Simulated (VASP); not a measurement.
Here is a VASP 6.6.1 calculation.

The input INCAR:

```
ALGO = Normal
EDIFF = 1E-6
EDIFFG = -0.01
ENCUT = 600
GGA = PE
IBRION = 2
ISIF = 3
ISMEAR = 0
LASPH = T
LCHARG = F
LREAL = F
LWAVE = F
NELM = 80
NSW = 100
PREC = Accurate
SIGMA = 0.1
```

Contents of KPOINTS:

```
k-points
0
Gamma
  6 6 6
```

The input POSCAR:

```
In3B2As
1.0
    3.8030875177      2.1957136021      4.4448239537
   -3.8030875177      2.1957136021      4.4448239537
    0.0000000000     -4.3914272042      4.4448239537
In B As
3 2 1
Direct
    0.5000000000      0.5000000000      0.0000000000
    0.0000000000      0.5000000000      0.5000000000
    0.5000000000      0.0000000000      0.5000000000
    0.3291069357      0.3291069357      0.3291069357
    0.6708930643      0.6708930643      0.6708930643
    0.5000000000      0.5000000000      0.5000000000
```

Potentials or basis: VASP PAW PBE potentials, release 64 (In_d, B, As).

The run is started by

```sh
$ cat potpaw_PBE.64/In_d/POTCAR potpaw_PBE.64/B/POTCAR potpaw_PBE.64/As/POTCAR > POTCAR
$ mpirun -np 1 vasp_std > vasp.out
```

Task: Predict the band gap on the k mesh.

Result: Zero (band 25 reaches 2.24 eV, above the bottom of band 26 at 2.10 eV).

Final structure:
```xyz
6
Lattice="3.8031 2.1957 4.4448 -3.8031 2.1957 4.4448 0.0000 -4.3914 4.4448" Properties=species:S:1:pos:R:3 pbc="T T T"
In    0.0000    2.1957    4.4448
In   -1.9015   -1.0979    4.4448
In    1.9015   -1.0979    4.4448
B     0.0000    0.0000    4.3885
B     0.0000    0.0000    8.9460
As    0.0000    0.0000    6.6672
```

Caveat: the relaxation stopped at its first step, so nothing moved; spin-orbit coupling is left out, which moves the levels of the heavy elements.
